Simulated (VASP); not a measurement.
Input of a VASP 6.6.1 run:

Contents of INCAR:

```
PREC     = Accurate       # precision mode
ENCUT    = 520            # plane-wave cutoff, eV
EDIFF    = 1E-7           # SCF threshold, eV
ISMEAR   = -1             # smearing method
SIGMA    = 0.15           # smearing width, eV
LREAL    = False          # projectors in reciprocal space
LASPH    = True           # aspherical terms in the spheres
NELM     = 150            # most SCF steps
ALGO     = Normal         # electronic algorithm
ISIF     = 2              # what is computed and relaxed
LWAVE    = False          # write WAVECAR
LCHARG   = False          # write CHGCAR
ISPIN    = 2              # spin polarisation
MAGMOM   = -0.01 1.28     # initial moments
LORBIT   = 11             # projections on sites
NUPDOWN  = 1.2            # fixed moment
LMAXMIX  = 4              # l up to which the mixer works
NBANDS   = 16             # bands
```

The input KPOINTS:

```
regular mesh
0
Gamma
  8 8 8
```

Contents of POSCAR:

```
BeCo
1.0
    2.6060000000      0.0000000000      0.0000000000
    0.0000000000      2.6060000000      0.0000000000
    0.0000000000      0.0000000000      2.6060000000
Be Co
1 1
Direct
    0.0000000000      0.0000000000      0.0000000000
    0.5000000000      0.5000000000      0.5000000000
```

Potentials or basis: VASP PAW LDA potentials, release 64 (Be, Co).

Run with:

```bash
$ cat potpaw_LDA.64/Be/POTCAR potpaw_LDA.64/Co/POTCAR > POTCAR
$ mpirun -np 1 vasp_std > vasp.out
```

What does it give for the pressure?

-8.3 GPa.

Caveat: the total moment is fixed, so each spin has its own Fermi level.
